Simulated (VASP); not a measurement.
CsBr: electric field gradients with PBE

Crystal: CsBr.

```xyz
2
Lattice="4.3214 0.0000 0.0000 0.0000 4.3214 0.0000 0.0000 0.0000 4.3214" Properties=species:S:1:pos:R:3 pbc="T T T"
Cs    0.0000    0.0000    0.0000
Br    2.1607    2.1607    2.1607
```

This cell differs from its parent crystal: volume scaled by 1.025.

* Program: VASP 6.6.1
* Task: electric field gradients
* Functional: PBE
* Potentials or basis: VASP PAW PBE potentials, release 64 (Cs_sv, Br)
* Cutoff: 400 eV
* k mesh: 6 × 6 × 6
* Occupations: fermi-dirac, width 0.03 eV
* Spin: no spin polarisation
* Dipole correction: no
* Further INCAR settings: ALGO = Normal; EDIFF = 1e-08; NBANDS = 15

The pressure is 0.7 GPa and the band gap on the k mesh is 4.42 eV, indirect (least direct gap 4.43 eV).

Levels at points of the mesh, in eV from the valence-band top:
```csv
k point,band 4,band 5,band 6,band 7,band 8,band 9,band 10,band 11,band 12,band 13
"(0.00, 0.00, 0.00)",-6.42,-6.42,-0.01,-0.01,-0.01,4.42,4.93,4.93,9.04,9.04
"(0.50, 0.00, 0.00)",-6.32,-6.32,-1.28,-0.20,-0.20,5.92,7.18,7.63,8.33,8.79
"(0.50, 0.50, 0.00)",-6.97,-6.26,-0.57,-0.57,0.00,5.25,5.48,7.20,7.20,10.95
"(0.50, 0.50, 0.50)",-6.80,-6.80,-1.13,-1.13,-1.13,8.21,8.21,8.21,9.05,9.05
```

It used 7.1 s of CPU time on 1 thread of Intel(R) Xeon(R) 6975P-C (Granite Rapids), on a shared host.

Caveat: without QUAD_EFG the Cq values of the log hold for a quadrupole moment of 1 mb, not for the nuclei; spin-orbit coupling is left out, which moves the levels of the heavy elements.
